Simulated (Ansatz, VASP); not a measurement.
**Two plane-wave programs on Pd**

File INCAR:

```
PREC = Accurate
ENCUT = 520
EDIFF = 1E-6
ISMEAR = 0
SIGMA = 0.1
LREAL = F
LASPH = T
NELM = 80
ALGO = Normal
ISIF = 2
LWAVE = F
LCHARG = F
GGA = PS
NBANDS = 11
```

Contents of KPOINTS:

```
regular mesh
0
Gamma
  8 8 8
```

Contents of POSCAR:

```
Pd
1.0
    2.5058634109      0.0000000000      0.0000000000
    0.0000000000      2.5058634109      0.0000000000
    0.0000000000      0.0000000000      2.5058634109
Pd
1
Direct
    0.0000000000      0.0000000000      0.0000000000
```

Input for Ansatz:

```yaml
crystal:
  lattice:
    - [2.5058634109, 0.0, 0.0]
    - [0.0, 2.5058634109, 0.0]
    - [0.0, 0.0, 2.5058634109]
  atoms:
    - { symbol: Pd, position: [0.0, 0.0, 0.0] }
basis:
  ecutwfc: 420
kpoints:
  mp_grid: { grid: [8, 8, 8] }
hamiltonian:
  xc: pbesol
scf:
  occupations: { method: gaussian, width: 0.1 }
  lower_state_search: "off"
output:
  forces: true
  stress: true
  eigenvalues: true
```

Alike in both runs: task single point; functional PBEsol; k mesh 8 × 8 × 8; occupations gaussian, width 0.1 eV; no spin polarisation.

|  | VASP | Ansatz |
| --- | --- | --- |
| version | VASP 6.6.1 | Ansatz 0.2.0 |
| potentials or method | VASP PAW PBE potentials, release 64 (Pd), cutoff 520 eV | scalar-relativistic, plane waves, PAW |
| valence electrons in the cell | 10 | 18 |

|  | VASP | Ansatz | Ansatz less VASP |
| --- | --- | --- | --- |
| gap on the k mesh at the Fermi level (eV) | none | none | - |
| pressure (GPa) | 12.2 | 12.7 | +0.55 |

VASP's potentials were made for PBE, not for PBEsol. A gap of «none» marks a metal or a gap that the smearing closes. The functional is the same, so the differences come from potentials, cutoffs and numerics. VASP's potentials hold 10 valence electrons a cell and Ansatz's 18, so a difference there can come from the potentials and not from the codes.
